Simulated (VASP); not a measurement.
# Se (Fd-3m) in VASP: a series of runs

Se is run at these levels: PBE; tasks: single point, relaxation of cell and atoms.

Everything below comes from runs of VASP 6.6.1. Logs are shortened: lines on timing, memory, paths and dates and some standing lists are left out, and cuts for length are marked.

## 1. The cell of the first run

Symmetry: Fd-3m, No. 227, cubic system. Conventional cell: a = 5.246 Å, b = 5.246 Å, c = 5.246 Å, α = 90.00°, β = 90.00°, γ = 90.00°. Within 3.0 Å of Se (site symmetry -43m) lie 4 Se at 2.27 Å.

This isn't the form of Se at room conditions, which is trigonal, of chains.

## 2. Single point, PBE

Contents of INCAR:

```
SYSTEM = Se
  ALGO = Normal
  EDIFF = 1E-7
  ENCUT = 520
  GGA = PE
  ISIF = 2
  ISMEAR = -1
  LASPH = .TRUE.
  LCHARG = .TRUE.
  LELF = .TRUE.
  LREAL = .FALSE.
  LVHAR = .TRUE.
  LWAVE = .FALSE.
  NBANDS = 13
  NELM = 100
  PREC = Accurate
  SIGMA = 0.05
```

Contents of KPOINTS:

```
k-points
0
G
  13 13 13
  0 0 0
```

Contents of POSCAR:

```
Se
1.0
    0.0000000000      2.6230323185      2.6230323185
    2.6230323185      0.0000000000      2.6230323185
    2.6230323185      2.6230323185      0.0000000000
Se
2
Direct
   -0.1250000000     -0.1250000000     -0.1250000000
    0.1250000000      0.1250000000      0.1250000000
```

Potentials or basis: VASP PAW PBE potentials, release 64 (Se).

Launch:

```console
> cat potpaw_PBE.64/Se/POTCAR > POTCAR
> mpirun -np 1 vasp_std > vasp.out
```

OUTCAR:

```text
SYSTEM = Se
   EDIFF = 1E-7
   ENCUT = 520
   GGA = PE
   ISIF = 2
   ISMEAR = -1
   LASPH = .TRUE.
   LREAL = .FALSE.
   NELM = 100
   PREC = Accurate

 ion  position               nearest neighbor table
   1  0.875  0.875  0.875-   2 2.27   2 2.27   2 2.27   2 2.27
   2  0.125  0.125  0.125-   1 2.27   1 2.27   1 2.27   1 2.27

  LATTYP: Found a face centered cubic cell.
 ALAT       =     5.2460646370

  Lattice vectors:

 A1 = (   0.0000000000,   2.6230323185,   2.6230323185)
 A2 = (   2.6230323185,   0.0000000000,   2.6230323185)
 A3 = (   2.6230323185,   2.6230323185,   0.0000000000)

Analysis of symmetry for initial positions (statically):
=====================================================================
 Subroutine PRICEL returns:
 Original cell was already a primitive cell.

 Routine SETGRP: Setting up the symmetry group for a
 face centered cubic supercell.

 Subroutine GETGRP returns: Found 48 space group operations
 (whereof 12 operations were pure point group operations)
 out of a pool of 48 trial point group operations.

The static configuration has the point symmetry D_3d.
 The point group associated with its full space group is O_h .

Analysis of symmetry for dynamics (positions and initial velocities):
=====================================================================
 Subroutine PRICEL returns:
 Original cell was already a primitive cell.

 Routine SETGRP: Setting up the symmetry group for a
 face centered cubic supercell.

 Subroutine GETGRP returns: Found 48 space group operations
 (whereof 12 operations were pure point group operations)
 out of a pool of 48 trial point group operations.

The dynamic configuration has the point symmetry D_3d.
 The point group associated with its full space group is O_h .

 Subroutine INISYM returns: Found 48 space group operations
 (whereof 12 operations are pure point group operations),
 and found     1 'primitive' translations

----------------------------------------------------------------------------------------

                                     Primitive cell

  volume of cell :      36.0945

  direct lattice vectors                    reciprocal lattice vectors
     0.000000000  2.623032318  2.623032318    -0.190619077  0.190619077  0.190619077
     2.623032318  0.000000000  2.623032318     0.190619077 -0.190619077  0.190619077
     2.623032318  2.623032318  0.000000000     0.190619077  0.190619077 -0.190619077

  length of vectors
     3.709527879  3.709527879  3.709527879     0.330161927  0.330161927  0.330161927

  position of ions in fractional coordinates (direct lattice)
     0.875000000  0.875000000  0.875000000
     0.125000000  0.125000000  0.125000000

  ion indices of the primitive-cell ions
   primitive index   ion index
                 1           1
                 2           2

----------------------------------------------------------------------------------------

 KPOINTS: k-points

Automatic generation of k-mesh.
 Grid dimensions read from file:
 generate k-points for:   13   13   13

 Generating k-lattice:

  Cartesian coordinates                     Fractional coordinates (reciprocal lattice)
    -0.014663006  0.014663006  0.014663006     0.076923077  0.000000000  0.000000000
     0.014663006 -0.014663006  0.014663006     0.000000000  0.076923077  0.000000000
     0.014663006  0.014663006 -0.014663006     0.000000000  0.000000000  0.076923077

  Length of vectors
     0.025397071  0.025397071  0.025397071

  Shift w.r.t. Gamma in fractional coordinates (k-lattice)
     0.000000000  0.000000000  0.000000000

 Subroutine IBZKPT returns following result:
 ===========================================

 Found     84 irreducible k-points:

 Following reciprocal coordinates:
            Coordinates               Weight
  0.000000  0.000000  0.000000      1.000000
  0.076923  0.000000  0.000000      8.000000
  0.153846  0.000000  0.000000      8.000000
  0.230769  0.000000  0.000000      8.000000
  0.307692  0.000000  0.000000      8.000000
  0.384615  0.000000  0.000000      8.000000
[... 16 lines left out ...]
  0.384615  0.153846  0.000000     24.000000
  0.461538  0.153846  0.000000     24.000000
 [... further k-points ...]
   k-points           NKPTS =     84   k-points in BZ     NKDIM =     84   number of bands    NBANDS=     13
   number of dos      NEDOS =    301   number of ions     NIONS =      2
   total plane-waves  NPLWV =  21952
   dimension x,y,z NGX =    28 NGY =   28 NGZ =   28
   dimension x,y,z NGXF=    56 NGYF=   56 NGZF=   56
   ions per type =               2
   NGX,Y,Z   is equivalent  to a cutoff of  12.55, 12.55, 12.55 a.u.
   NGXF,Y,Z  is equivalent  to a cutoff of  25.10, 25.10, 25.10 a.u.
 SYSTEM =  Se
   PREC   = accura    normal or accurate (medium, high low for compatibility)
   ISTART =      0    job   : 0-new  1-cont  2-samecut
   ICHARG =      2    charge: 1-file 2-atom 10-const
   ISPIN  =      1    spin polarized calculation?
   LNONCOLLINEAR =      F non collinear calculations
   LSORBIT =      F    spin-orbit coupling
   LASPH  =      T    aspherical Exc in radial PAW
   ENCUT  =  520.0 eV  38.22 Ry    6.18 a.u.   6.90  6.90  6.90*2*pi/ulx,y,z
   NELM   =    100;   NELMIN=  2; NELMDL= -5     # of ELM steps
   EDIFF  = 0.1E-06   stopping-criterion for ELM
   LREAL  =      F    real-space projection
   EDIFFG = 0.1E-05   stopping-criterion for IOM
   NSW    =      0    number of steps for IOM
   IBRION =     -1    ionic relax: 0-MD 1-quasi-New 2-CG
   NFREE  =      0    steps in history (QN), initial steepest desc. (CG)
   ISIF   =      2    stress and relaxation
   ISYM   =      2    0-nonsym 1-usesym 2-fastsym
   POTIM  = 0.5000    time-step for ionic-motion
   TEBEG  =    0.0;   TEEND  =   0.0 temperature during run
   PSTRESS=    0.0 pullay stress
   NELECT =      12.0000    total number of electrons
   NUPDOWN=      -1.0000    fix difference up-down
   EMIN   =  10.00;   EMAX   =-10.00  energy-range for DOS
   EFERMI =   0.00;   METHOD = LEGACY
   ISMEAR =    -1;   SIGMA  =   0.05  broadening in eV -4-tet -1-fermi 0-gaus
   EFERMI_NEDOS =   21; number of points for ismear=-14 and -15
   IALGO  =     38    algorithm
   IMIX   =      4    mixing-type and parameters
     AMIX     =   0.40;   BMIX     =  1.00
     AMIX_MAG =   1.60;   BMIX_MAG =  1.00
  volume/ion in A,a.u.               =      18.05       121.79
  Fermi-wavevector in a.u.,A,eV,Ry     =   1.134109  2.143156 17.499869  1.286204
  Thomas-Fermi vector in A             =   2.270813
   LORBIT       =      0    0 simple, 1 ext, 2 COOP (PROOUT), +10 PAW based schemes
   GGA     = PE    functional components
   LHFCALC =     F    Hartree Fock is set to
   AEXX    =    0.0000 exact exchange contribution
   IVDW    =     0    specifies the selected vdW correction
   LEPSILON=     F    determine dielectric tensor
   LRPA    =     F    only Hartree local field effects (RPA)
 non-spin polarized calculation
  energy-cutoff  :      520.00
  volume of cell :       36.09
 maximum number of plane-waves:       984
   NGX = 13   NGY = 13   NGZ = 13

 number of electron      12.0000000 magnetization

 Free energy of the ion-electron system (eV)
  ---------------------------------------------------
  ext. energy  EPLUGINS =         0.00000000
  ---------------------------------------------------
  free energy    TOTEN  =        -2.40828249 eV

  energy without entropy =       -2.39963965  energy(sigma->0) =       -2.40396107

 E-fermi :   8.0254     XC(G=0): -10.7375

 val. band max:        7.9636700775   @ k =  -0.3846   0.0769   0.0000
 cond. band min:       8.0482194726   @ k =  -0.3846   0.1538   0.0000
 fundamental gap:      0.0845493951
 Fermi energy:         8.0254078834

 k-point     1 :       0.0000    0.0000    0.0000
  band No.  band energies     occupation
      1     -12.1440      2.00000
      2       0.6247      2.00000
      3       2.4831      2.00000
      4       2.4831      2.00000
      5       2.4831      2.00000
      6       6.2794      2.00000
      7       6.2794      2.00000
      8       6.2794      2.00000
      9      12.4397      0.00000
     10      15.0922      0.00000
     11      15.0922      0.00000
     12      17.8494      0.00000
     13      17.8494      0.00000

 k-point     2 :       0.0769    0.0000    0.0000
  band No.  band energies     occupation
      1     -12.0683      2.00000
      2      -0.1769      2.00000
      3       2.3682      2.00000
      4       2.3682      2.00000
      5       2.9649      2.00000
      6       6.4494      2.00000
      7       6.4494      2.00000
      8       6.4989      2.00000
      9      12.7794      0.00000
     10      14.7687      0.00000
     11      14.7687      0.00000
     12      17.5313      0.00000
     13      18.4660      0.00000

 k-point     3 :       0.1538    0.0000    0.0000
  band No.  band energies     occupation
      1     -11.8448      2.00000
      2      -1.5615      2.00000
      3       2.0927      2.00000
      4       2.0927      2.00000
      5       3.3420      2.00000
      6       6.8623      2.00000
      7       6.8623      2.00000
      8       7.2936      2.00000
      9      13.6085      0.00000
     10      14.2981      0.00000
     11      14.2981      0.00000
     12      17.0332      0.00000
     13      19.8340      0.00000
[... 305 lines left out ...]
 k-point    23 :       0.3846    0.1538    0.0000
  band No.  band energies     occupation
      1     -10.5800      2.00000
      2      -4.9853      2.00000
      3       0.2224      2.00000
      4       0.7666      2.00000
      5       4.7959      2.00000
      6       6.9945      2.00000
      7       9.0085      0.00000
      8       9.8252      0.00000
      9      14.0712      0.00000
     10      15.5554      0.00000
     11      16.4499      0.00000
     12      18.5145      0.00000
     13      20.1445      0.00000

 k-point    24 :       0.4615    0.1538    0.0000
  band No.  band energies     occupation
      1     -10.0907      2.00000
      2      -5.8721      2.00000
      3      -0.1325      2.00000
      4       0.7280      2.00000
      5       4.6357      2.00000
      6       7.5380      1.99988
      7       8.9791      0.00000
      8      10.6662      0.00000
      9      15.0638      0.00000
     10      15.5584      0.00000
     11      17.2317      0.00000
     12      17.5773      0.00000
     13      18.5654      0.00000

 [... further k-points ...]

------------------------ aborting loop because EDIFF is reached ----------------------------------------

  FORCE on cell =-STRESS in cart. coord.  units (eV):
  Direction    XX          YY          ZZ          XY          YZ          ZX
  --------------------------------------------------------------------------------------
  -------------------------------------------------------------------------------------
  Total       15.0372239     15.0372239     15.0372239      0.0000000     -0.0000000      0.0000000
  in kB      667.4785719    667.4785719    667.4785719      0.0000000     -0.0000000      0.0000000
  external PRESSURE =     667.4785719 kB  Pullay stress =       0.0000000 kB

 VOLUME and BASIS-vectors are now :
 -----------------------------------------------------------------------------
  energy-cutoff  :      520.00
  volume of cell :       36.09
      direct lattice vectors                 reciprocal lattice vectors
     0.000000000  2.623032318  2.623032318    -0.190619077  0.190619077  0.190619077
     2.623032318  0.000000000  2.623032318     0.190619077 -0.190619077  0.190619077
     2.623032318  2.623032318  0.000000000     0.190619077  0.190619077 -0.190619077

 POSITION                                       TOTAL-FORCE (eV/Angst)
 -----------------------------------------------------------------------------------
      4.59031      4.59031      4.59031        -0.000000     -0.000000     -0.000000
      0.65576      0.65576      0.65576         0.000000      0.000000      0.000000
 -----------------------------------------------------------------------------------
    total drift:                                0.000000     -0.000000     -0.000000

  FREE ENERGIE OF THE ION-ELECTRON SYSTEM (eV)
  ---------------------------------------------------
  free  energy   TOTEN  =        -2.4082824920 eV

  energy  without entropy=       -2.3996396498  energy(sigma->0) =       -2.40396107
```

Run time: 30 s. Hardware: 1 thread of Oxide Virtual Turin-like, shared host; peak memory 0.14 GiB.

What came out:

| Quantity | Value |
| --- | --- |
| Free energy | -2.4083 eV |
| Pressure | 66.7 GPa |
| Band gap on the k mesh | zero (bands 6 and 7 overlap by 3.29 eV) |

Caveat: the cell stands under pressure.

## 3. Single point, PBE

Contents of INCAR:

```
PREC = Accurate
ENCUT = 520
EDIFF = 1E-7
ISMEAR = -1
SIGMA = 0.05
LREAL = F
LASPH = T
NELM = 60
ALGO = Normal
ISIF = 2
LWAVE = F
LCHARG = F
GGA = PE
NBANDS = 13
```

Contents of KPOINTS:

```
regular mesh
0
Gamma
  13 13 13
```

POSCAR is that of step 2.

Potentials or basis: VASP PAW PBE potentials, release 64 (Se).

Launch:

```console
> cat potpaw_PBE.64/Se/POTCAR > POTCAR
> mpirun -np 1 vasp_std > vasp.out
```

Run time: 24 s. Hardware: 1 thread of Oxide Virtual Turin-like, shared host; peak memory 0.14 GiB.

It converged, with:

```
Free energy            : -2.4083 eV
Pressure               : 66.7 GPa
Band gap on the k mesh : zero (bands 6 and 7 overlap by 3.29 eV)
```

Levels at points of the mesh, in eV from the Fermi level:
| k point | band 4 | band 5 | band 6 | band 7 | band 8 | band 9 |
| --- | --- | --- | --- | --- | --- | --- |
| (0.00, 0.00, 0.00) | -5.54 | -5.54 | -1.75 | -1.75 | -1.75 | 4.41 |

Caveat: the cell stands under pressure.

## 4. Relaxation of cell and atoms, PBE, target pressure 66 GPa, at which the enthalpy is minimised

This run uses another cell than the first one, of 15.37 Å³/atom.

Contents of INCAR:

```
PREC = Accurate ; ENCUT = 600
EDIFF = 1E-7 ; ISMEAR = -1
SIGMA = 0.05 ; LREAL = F
LASPH = T ; NELM = 100
ALGO = Normal ; ISIF = 3
LWAVE = F ; LCHARG = F
GGA = PE ; IBRION = 2
NSW = 60 ; EDIFFG = -0.005
PSTRESS = 660.0
```

Contents of KPOINTS:

```
Automatic mesh
0
Gamma
  13 13 13
```

Contents of POSCAR:

```
Se
1.0
    0.0000000000      2.4865735400      2.4865735400
    2.4865735400      0.0000000000      2.4865735400
    2.4865735400      2.4865735400      0.0000000000
Se
2
Direct
   -0.1250000000     -0.1250000000     -0.1250000000
    0.1250000000      0.1250000000      0.1250000000
```

Launch:

```console
> cat potpaw_PBE.64/Se/POTCAR > POTCAR
> mpirun -np 1 vasp_std > vasp.out
```

Run time: 93 s. Hardware: 1 thread of Oxide Virtual Turin-like, shared host; peak memory 0.15 GiB.

The run converged. Its results:

```
Free energy                                                : -2.4532 eV
Relaxed volume                                             : 18.10 Å³/atom
Relaxed cell                                               : a = 3.713 Å, b = 3.713 Å, c = 3.713 Å, α = 60.00°, β = 60.00°, γ = 60.00°
Space group after relaxing (to 0.1 Å)                      : Fd-3m (No. 227)
Energy change on relaxing (the run minimises the enthalpy) : -1516.0 meV/atom
Ionic steps                                                : 5
Pressure after relaxing                                    : 66.0 GPa
Band gap on the k mesh                                     : zero (bands 6 and 7 overlap by 3.27 eV)
```

The path:
```csv
step,energy change (eV),largest force (eV/Å),pressure (GPa),volume (Å³)
1,0.0000,0.0000,117.49,30.75
2,-6.5179,0.0000,3.87,58.39
3,-3.5376,0.0000,57.65,37.52
4,-3.0861,0.0000,65.10,36.34
5,-3.0319,0.0000,66.01,36.20
```

Final structure:
```
Se
1.0
     0.00000    2.62566    2.62566
     2.62566    0.00000    2.62566
     2.62566    2.62566    0.00000
Se
2
Direct
  0.87500 0.87500 0.87500
  0.12500 0.12500 0.12500
```

Levels at points of the mesh, in eV from the Fermi level:
```
           k point  band 4  band 5  band 6  band 7  band 8  band 9
(0.00, 0.00, 0.00)   -5.53   -5.53   -1.74   -1.74   -1.74    4.41
```

Caveat: the cell is relaxed towards a set pressure, so the run minimises the enthalpy, not the energy; the volume moved by over 15 % at a fixed basis, so the end points are rough.

The gap in the log of VASP goes by the Fermi energy; the results here count the filled bands.